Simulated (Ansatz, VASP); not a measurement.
## W in VASP and in Ansatz

```xyz
1
Lattice="-1.5918 1.5958 1.5958 1.5918 -1.5878 1.5878 1.5918 1.5878 -1.5878" Properties=species:S:1:pos:R:3 pbc="T T T"
W     0.0000    0.0000    0.0000
```

Change from the starting cell: strain +0.0050 x Voigt [0, 0, 0, 1, 0, 0], atoms carried along.

Alike in both runs: task single point; functional PBE; k mesh 26 × 26 × 26; occupations gaussian, width 0.15 eV; no spin polarisation.

|  | VASP | Ansatz |
| --- | --- | --- |
| version | VASP 6.6.1 | Ansatz 0.2.0 |
| potentials or method | VASP PAW PBE potentials, release 64 (W_sv), cutoff 500 eV | scalar-relativistic, plane waves, PAW |
| valence electrons in the cell | 14 | 14 |

Ansatz gave:

- gap on the k mesh at the Fermi level (eV): none
- pressure (GPa): 0.0
- traceless stress, the component that is largest in VASP (GPa): -0.71

Question: Estimate VASP's values.

Answer: gap on the k mesh at the Fermi level (eV): none; pressure (GPa): 0.5; traceless stress, the component that is largest in VASP (GPa): -0.72.

A gap of «none» marks a metal or a gap that the smearing closes. The functional is the same, so the differences come from potentials, cutoffs and numerics.

Neither program's run includes spin-orbit coupling.
